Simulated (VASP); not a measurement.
# ScF3 in VASP: notebook

Runs on ScF3. Level: LDA. Tasks: electric field gradients.

Program: VASP 6.6.1. These are calculated values, not measurements. Logs are shortened: lines on timing, memory, paths and dates and some standing lists are left out, and cuts for length are marked.

## Step 1: The cell of the first run

The structure is trigonal, space group R-3m (No. 166). The conventional cell has a = 5.646 Å, b = 5.646 Å, c = 7.019 Å, α = 90.00°, β = 90.00°, γ = 120.00°. Sc (site symmetry -3m) has 6 F at 2.01 Å within 2.7 Å. Within 2.7 Å of F (site symmetry 2/m) lie 2 Sc at 2.01 Å.

## Step 2: Electric field gradients, LDA (equal xy, yz and zx shear strains of +1 %)

The input, INCAR:

```
PREC = Accurate
ENCUT = 520
EDIFF = 1E-8
ISMEAR = -1
SIGMA = 0.02
LREAL = F
LASPH = T
NELM = 80
ALGO = Normal
ISIF = 2
LWAVE = F
LCHARG = F
LEFG = T
NBANDS = 24
```

The input, KPOINTS:

```
Automatic mesh
0
Gamma
  6 6 6
```

The input, POSCAR:

```
ScF3
1.0
    4.0124500000      0.0200622500      0.0200622500
    0.0200622500      4.0124500000      0.0200622500
    0.0200622500      0.0200622500      4.0124500000
Sc F
1 3
Direct
    0.0000000000      0.0000000000      0.0000000000
    0.5000000000      0.0000000000      0.0000000000
    0.0000000000      0.5000000000      0.0000000000
    0.0000000000      0.0000000000      0.5000000000
```

Potentials or basis: VASP PAW LDA potentials, release 64 (Sc_sv, F).

Run with:

```sh
> cat potpaw_LDA.64/Sc_sv/POTCAR potpaw_LDA.64/F/POTCAR > POTCAR
> mpirun -np 1 vasp_std > vasp.out
```

OUTCAR:

```text
PREC = Accurate
   ENCUT = 520
   EDIFF = 1E-8
   ISMEAR = -1
   LREAL = F
   LASPH = T
   NELM = 80
   ISIF = 2

 ion  position               nearest neighbor table
   1  0.000  0.000  0.000-   2 2.01   3 2.01   3 2.01   2 2.01   4 2.01   4 2.01
   2  0.500  0.000  0.000-   1 2.01   1 2.01
   3  0.000  0.500  0.000-   1 2.01   1 2.01
   4  0.000  0.000  0.500-   1 2.01   1 2.01

  LATTYP: Found a trigonal (rhomboedric) cell.
 ALAT       =     4.0125503100
 COS(alpha) =     0.0100244988

  Lattice vectors:

 A1 = (   4.0124500000,   0.0200622500,   0.0200622500)
 A2 = (   0.0200622500,   4.0124500000,   0.0200622500)
 A3 = (   0.0200622500,   0.0200622500,   4.0124500000)

Analysis of symmetry for initial positions (statically):
=====================================================================
 Subroutine PRICEL returns:
 Original cell was already a primitive cell.

 Routine SETGRP: Setting up the symmetry group for a
 trigonal (rhombohedral) supercell.

 Subroutine GETGRP returns: Found 12 space group operations
 (whereof 12 operations were pure point group operations)
 out of a pool of 12 trial point group operations.

The static configuration has the point symmetry D_3d.

Analysis of symmetry for dynamics (positions and initial velocities):
=====================================================================
 Subroutine PRICEL returns:
 Original cell was already a primitive cell.

 Routine SETGRP: Setting up the symmetry group for a
 trigonal (rhombohedral) supercell.

 Subroutine GETGRP returns: Found 12 space group operations
 (whereof 12 operations were pure point group operations)
 out of a pool of 12 trial point group operations.

The dynamic configuration has the point symmetry D_3d.

 Subroutine INISYM returns: Found 12 space group operations
 (whereof 12 operations are pure point group operations),
 and found     1 'primitive' translations

----------------------------------------------------------------------------------------

                                     Primitive cell

  volume of cell :      64.5946

  direct lattice vectors                    reciprocal lattice vectors
     4.012450000  0.020062250  0.020062250     0.249236689 -0.001239984 -0.001239984
     0.020062250  4.012450000  0.020062250    -0.001239984  0.249236689 -0.001239984
     0.020062250  0.020062250  4.012450000    -0.001239984 -0.001239984  0.249236689

  length of vectors
     4.012550310  4.012550310  4.012550310     0.249242858  0.249242858  0.249242858

  position of ions in fractional coordinates (direct lattice)
     0.000000000  0.000000000  0.000000000
     0.500000000  0.000000000  0.000000000
     0.000000000  0.500000000  0.000000000
     0.000000000  0.000000000  0.500000000

  ion indices of the primitive-cell ions
   primitive index   ion index
                 1           1
                 2           2
                 3           3
                 4           4

----------------------------------------------------------------------------------------

 KPOINTS: Automatic mesh

Automatic generation of k-mesh.
 Grid dimensions read from file:
 generate k-points for:    6    6    6

 Generating k-lattice:

  Cartesian coordinates                     Fractional coordinates (reciprocal lattice)
     0.041539448 -0.000206664 -0.000206664     0.166666667  0.000000000  0.000000000
    -0.000206664  0.041539448 -0.000206664     0.000000000  0.166666667  0.000000000
    -0.000206664 -0.000206664  0.041539448     0.000000000  0.000000000  0.166666667

  Length of vectors
     0.041540476  0.041540476  0.041540476

[... 36 lines left out ...]
   number of dos      NEDOS =    301   number of ions     NIONS =      4
   total plane-waves  NPLWV =  27000
   dimension x,y,z NGX =    30 NGY =   30 NGZ =   30
   dimension x,y,z NGXF=    60 NGYF=   60 NGZF=   60
   ions per type =               1   3
   NGX,Y,Z   is equivalent  to a cutoff of  12.43, 12.43, 12.43 a.u.
   NGXF,Y,Z  is equivalent  to a cutoff of  24.86, 24.86, 24.86 a.u.
 SYSTEM =  unknown system
   PREC   = accura    normal or accurate (medium, high low for compatibility)
   ISTART =      0    job   : 0-new  1-cont  2-samecut
   ICHARG =      2    charge: 1-file 2-atom 10-const
   ISPIN  =      1    spin polarized calculation?
   LNONCOLLINEAR =      F non collinear calculations
   LSORBIT =      F    spin-orbit coupling
   LASPH  =      T    aspherical Exc in radial PAW
   ENCUT  =  520.0 eV  38.22 Ry    6.18 a.u.   7.46  7.46  7.46*2*pi/ulx,y,z
   NELM   =     80;   NELMIN=  2; NELMDL= -5     # of ELM steps
   EDIFF  = 0.1E-07   stopping-criterion for ELM
   LREAL  =      F    real-space projection
   EDIFFG = 0.1E-06   stopping-criterion for IOM
   NSW    =      0    number of steps for IOM
   IBRION =     -1    ionic relax: 0-MD 1-quasi-New 2-CG
   NFREE  =      0    steps in history (QN), initial steepest desc. (CG)
   ISIF   =      2    stress and relaxation
   ISYM   =      2    0-nonsym 1-usesym 2-fastsym
   POTIM  = 0.5000    time-step for ionic-motion
   TEBEG  =    0.0;   TEEND  =   0.0 temperature during run
   PSTRESS=    0.0 pullay stress
   NELECT =      32.0000    total number of electrons
   NUPDOWN=      -1.0000    fix difference up-down
   EMIN   =  10.00;   EMAX   =-10.00  energy-range for DOS
   EFERMI =   0.00;   METHOD = LEGACY
   ISMEAR =    -1;   SIGMA  =   0.02  broadening in eV -4-tet -1-fermi 0-gaus
   EFERMI_NEDOS =   21; number of points for ismear=-14 and -15
   IALGO  =     38    algorithm
   IMIX   =      4    mixing-type and parameters
     AMIX     =   0.40;   BMIX     =  1.00
     AMIX_MAG =   1.60;   BMIX_MAG =  1.00
  volume/ion in A,a.u.               =      16.15       108.98
  Fermi-wavevector in a.u.,A,eV,Ry     =   1.295367  2.447888 22.830229  1.677975
  Thomas-Fermi vector in A             =   2.426891
   LORBIT       =      0    0 simple, 1 ext, 2 COOP (PROOUT), +10 PAW based schemes
   GGA     = CA    functional components
   LHFCALC =     F    Hartree Fock is set to
   AEXX    =    0.0000 exact exchange contribution
   IVDW    =     0    specifies the selected vdW correction
   LEPSILON=     F    determine dielectric tensor
   LRPA    =     F    only Hartree local field effects (RPA)
 non-spin polarized calculation
  energy-cutoff  :      520.00
  volume of cell :       64.59
 maximum number of plane-waves:      1757
 NGX is ok and might be reduce to    30
   NGX = 15   NGY = 15   NGZ = 15

 number of electron      31.9999960 magnetization

 Free energy of the ion-electron system (eV)
  ---------------------------------------------------
  ext. energy  EPLUGINS =         0.00000000
  ---------------------------------------------------
  free energy    TOTEN  =       -29.57826458 eV

  energy without entropy =      -29.57826458  energy(sigma->0) =      -29.57826458

 E-fermi :  -3.3182     XC(G=0):  -8.8735

 val. band max:       -3.8588852744   @ k =   0.5000   0.5000   0.5000
 cond. band min:       2.3224249958   @ k =   0.0000   0.0000   0.0000
 fundamental gap:      6.1813102702
 Fermi energy:        -3.3182236917

 k-point     1 :       0.0000    0.0000    0.0000
  band No.  band energies     occupation
      1     -49.1395      2.00000
      2     -28.1781      2.00000
      3     -28.1781      2.00000
      4     -28.1766      2.00000
      5     -23.5202      2.00000
      6     -23.2370      2.00000
[... 637 lines left out ...]
     23       8.5365      0.00000
     24      10.1039      0.00000

 [... further k-points ...]

------------------------ aborting loop because EDIFF is reached ----------------------------------------

  FORCE on cell =-STRESS in cart. coord.  units (eV):
  Direction    XX          YY          ZZ          XY          YZ          ZX
  --------------------------------------------------------------------------------------
  -------------------------------------------------------------------------------------
  Total       -0.9340142     -0.9340142     -0.9340142     -0.0754793     -0.0754793     -0.0754793
  in kB      -23.1668839    -23.1668839    -23.1668839     -1.8721558     -1.8721558     -1.8721558
  external PRESSURE =     -23.1668839 kB  Pullay stress =       0.0000000 kB

 VOLUME and BASIS-vectors are now :
 -----------------------------------------------------------------------------
  energy-cutoff  :      520.00
  volume of cell :       64.59
      direct lattice vectors                 reciprocal lattice vectors
     4.012450000  0.020062250  0.020062250     0.249236689 -0.001239984 -0.001239984
     0.020062250  4.012450000  0.020062250    -0.001239984  0.249236689 -0.001239984
     0.020062250  0.020062250  4.012450000    -0.001239984 -0.001239984  0.249236689

 POSITION                                       TOTAL-FORCE (eV/Angst)
 -----------------------------------------------------------------------------------
      0.00000      0.00000      0.00000         0.000000     -0.000000     -0.000000
      2.00623      0.01003      0.01003        -0.000000      0.000000      0.000000
      0.01003      2.00623      0.01003        -0.000000     -0.000000     -0.000000
      0.01003      0.01003      2.00623         0.000000     -0.000000      0.000000
 -----------------------------------------------------------------------------------
    total drift:                                0.000000      0.000000      0.000000

  FREE ENERGIE OF THE ION-ELECTRON SYSTEM (eV)
  ---------------------------------------------------
  free  energy   TOTEN  =       -29.5782645845 eV

  energy  without entropy=      -29.5782645845  energy(sigma->0) =      -29.57826458

 Electric field gradients (V/A^2)
---------------------------------------------------------------------
 ion       V_xx      V_yy      V_zz      V_xy      V_xz      V_yz
---------------------------------------------------------------------
   1      -0.000    -0.000     0.000    -1.767    -1.767    -1.767
   2      55.733   -27.866   -27.866     1.016     1.016    -0.318
   3     -27.866    55.733   -27.866     1.016    -0.318     1.016
   4     -27.866   -27.866    55.733    -0.318     1.016     1.016
---------------------------------------------------------------------

 Electric field gradients after diagonalization (V/A^2)
 (convention: |V_zz| > |V_xx| > |V_yy|)
----------------------------------------------------------------------
 ion       V_xx      V_yy      V_zz     asymmetry (V_yy - V_xx)/ V_zz
----------------------------------------------------------------------
   1       1.767     1.767    -3.534       0.000
   2     -28.209   -27.549    55.757       0.012
   3     -28.209   -27.549    55.757       0.012
   4     -28.209   -27.549    55.757       0.012
----------------------------------------------------------------------

           NMR quadrupolar parameters

 Cq : quadrupolar parameter    Cq=e*Q*V_zz/h
 eta: asymmetry parameters     (V_yy - V_xx)/ V_zz
 Q  : nuclear electric quadrupole moment in mb (millibarn)
----------------------------------------------------------------------
 ion       Cq(MHz)       eta       Q (mb)
----------------------------------------------------------------------
   1      -0.009       0.000       1.000
   2       0.135       0.012       1.000
   3       0.135       0.012       1.000
   4       0.135       0.012       1.000
----------------------------------------------------------------------
```

Wall time 73 s (1 thread of Intel Xeon Platinum 8375C at 2.90GHz (Ice Lake), shared host); peak memory 0.17 GiB.

Results:

```
Free energy            : -29.5783 eV
Pressure               : -2.3 GPa
Band gap on the k mesh : 6.18 eV, indirect (least direct gap 6.69 eV)
```

Stress tensor (GPa, compression positive):
```
-2.32 -0.19 -0.19
-0.19 -2.32 -0.19
-0.19 -0.19 -2.32
```

Electric field gradients, principal values (V/Å²):
| atom | least | middle | greatest (by size) |
| --- | --- | --- | --- |
| 1 Sc | 1.767 | 1.767 | -3.534 |
| 2 F | -27.549 | -28.209 | 55.757 |
| 3 F | -27.549 | -28.209 | 55.757 |
| 4 F | -27.549 | -28.209 | 55.757 |

Caveat: the cell differs from its parent crystal (equal xy, yz and zx shear strains of +1 %); without QUAD_EFG the Cq values of the log hold for a quadrupole moment of 1 mb, not for the nuclei.

## Step 3: Electric field gradients, LDA (equal xy, yz and zx shear strains of +1 %)

The input, INCAR:

```
SYSTEM = ScF3
PREC = Accurate
ENCUT = 520
EDIFF = 1E-8
ISMEAR = -1
SIGMA = 0.02
LREAL = .False.
LASPH = .True.
NELM = 80
ALGO = Normal
ISIF = 2
LWAVE = .False.
LCHARG = .False.
GGA = CA
LEFG = .True.
NBANDS = 24
```

The input, KPOINTS:

```
Automatic mesh
0
Gamma
  6 6 6
  0 0 0
```

POSCAR is that of step 2.

Potentials or basis: VASP PAW LDA potentials, release 64 (Sc_sv, F).

Run with:

```sh
> cat potpaw_LDA.64/Sc_sv/POTCAR potpaw_LDA.64/F/POTCAR > POTCAR
> mpirun -np 1 vasp_std > vasp.out
```

OUTCAR:

```text
SYSTEM = ScF3
   PREC = Accurate
   ENCUT = 520
   EDIFF = 1E-8
   ISMEAR = -1
   LREAL = .False.
   LASPH = .True.
   NELM = 80
   ISIF = 2
   GGA = CA

 ion  position               nearest neighbor table
   1  0.000  0.000  0.000-   2 2.01   3 2.01   3 2.01   2 2.01   4 2.01   4 2.01
   2  0.500  0.000  0.000-   1 2.01   1 2.01
   3  0.000  0.500  0.000-   1 2.01   1 2.01
   4  0.000  0.000  0.500-   1 2.01   1 2.01

  LATTYP: Found a trigonal (rhomboedric) cell.
 ALAT       =     4.0125503100
 COS(alpha) =     0.0100244988

  Lattice vectors:

 A1 = (   4.0124500000,   0.0200622500,   0.0200622500)
 A2 = (   0.0200622500,   4.0124500000,   0.0200622500)
 A3 = (   0.0200622500,   0.0200622500,   4.0124500000)

Analysis of symmetry for initial positions (statically):
=====================================================================
 Subroutine PRICEL returns:
 Original cell was already a primitive cell.

 Routine SETGRP: Setting up the symmetry group for a
 trigonal (rhombohedral) supercell.

 Subroutine GETGRP returns: Found 12 space group operations
 (whereof 12 operations were pure point group operations)
 out of a pool of 12 trial point group operations.

The static configuration has the point symmetry D_3d.

Analysis of symmetry for dynamics (positions and initial velocities):
=====================================================================
 Subroutine PRICEL returns:
 Original cell was already a primitive cell.

 Routine SETGRP: Setting up the symmetry group for a
[... 814 lines left out ...]

------------------------ aborting loop because EDIFF is reached ----------------------------------------

  FORCE on cell =-STRESS in cart. coord.  units (eV):
  Direction    XX          YY          ZZ          XY          YZ          ZX
  --------------------------------------------------------------------------------------
  -------------------------------------------------------------------------------------
  Total       -0.9340142     -0.9340142     -0.9340142     -0.0754793     -0.0754793     -0.0754793
  in kB      -23.1668839    -23.1668839    -23.1668839     -1.8721558     -1.8721558     -1.8721558
  external PRESSURE =     -23.1668839 kB  Pullay stress =       0.0000000 kB

 VOLUME and BASIS-vectors are now :
 -----------------------------------------------------------------------------
  energy-cutoff  :      520.00
  volume of cell :       64.59
      direct lattice vectors                 reciprocal lattice vectors
     4.012450000  0.020062250  0.020062250     0.249236689 -0.001239984 -0.001239984
     0.020062250  4.012450000  0.020062250    -0.001239984  0.249236689 -0.001239984
     0.020062250  0.020062250  4.012450000    -0.001239984 -0.001239984  0.249236689

 POSITION                                       TOTAL-FORCE (eV/Angst)
 -----------------------------------------------------------------------------------
      0.00000      0.00000      0.00000         0.000000     -0.000000     -0.000000
      2.00623      0.01003      0.01003        -0.000000      0.000000      0.000000
      0.01003      2.00623      0.01003        -0.000000     -0.000000     -0.000000
      0.01003      0.01003      2.00623         0.000000     -0.000000      0.000000
 -----------------------------------------------------------------------------------
    total drift:                                0.000000      0.000000      0.000000

  FREE ENERGIE OF THE ION-ELECTRON SYSTEM (eV)
  ---------------------------------------------------
  free  energy   TOTEN  =       -29.5782645845 eV

  energy  without entropy=      -29.5782645845  energy(sigma->0) =      -29.57826458

 Electric field gradients (V/A^2)
---------------------------------------------------------------------
 ion       V_xx      V_yy      V_zz      V_xy      V_xz      V_yz
---------------------------------------------------------------------
   1      -0.000    -0.000     0.000    -1.767    -1.767    -1.767
   2      55.733   -27.866   -27.866     1.016     1.016    -0.318
   3     -27.866    55.733   -27.866     1.016    -0.318     1.016
   4     -27.866   -27.866    55.733    -0.318     1.016     1.016
---------------------------------------------------------------------

 Electric field gradients after diagonalization (V/A^2)
 (convention: |V_zz| > |V_xx| > |V_yy|)
----------------------------------------------------------------------
 ion       V_xx      V_yy      V_zz     asymmetry (V_yy - V_xx)/ V_zz
----------------------------------------------------------------------
   1       1.767     1.767    -3.534       0.000
   2     -28.209   -27.549    55.757       0.012
   3     -28.209   -27.549    55.757       0.012
   4     -28.209   -27.549    55.757       0.012
----------------------------------------------------------------------

           NMR quadrupolar parameters

 Cq : quadrupolar parameter    Cq=e*Q*V_zz/h
 eta: asymmetry parameters     (V_yy - V_xx)/ V_zz
 Q  : nuclear electric quadrupole moment in mb (millibarn)
----------------------------------------------------------------------
 ion       Cq(MHz)       eta       Q (mb)
----------------------------------------------------------------------
   1      -0.009       0.000       1.000
   2       0.135       0.012       1.000
   3       0.135       0.012       1.000
   4       0.135       0.012       1.000
----------------------------------------------------------------------
```

It took 85 s on 1 thread of Intel Xeon Platinum 8375C at 2.90GHz (Ice Lake), shared host; peak memory 0.17 GiB.

Results:

```
Free energy            : -29.5783 eV
Pressure               : -2.3 GPa
Band gap on the k mesh : 6.18 eV, indirect (least direct gap 6.69 eV)
```

Stress tensor (GPa, compression positive):
```
-2.32 -0.19 -0.19
-0.19 -2.32 -0.19
-0.19 -0.19 -2.32
```

Electric field gradients, principal values (V/Å²):
```
atom    least   middle  greatest (by size)
1 Sc    1.767    1.767              -3.534
 2 F  -27.549  -28.209              55.757
 3 F  -27.549  -28.209              55.757
 4 F  -27.549  -28.209              55.757
```

Caveat: the cell differs from its parent crystal (equal xy, yz and zx shear strains of +1 %); without QUAD_EFG the Cq values of the log hold for a quadrupole moment of 1 mb, not for the nuclei. A k mesh can miss the band edges.

(Part 1 of 2 ends here.)
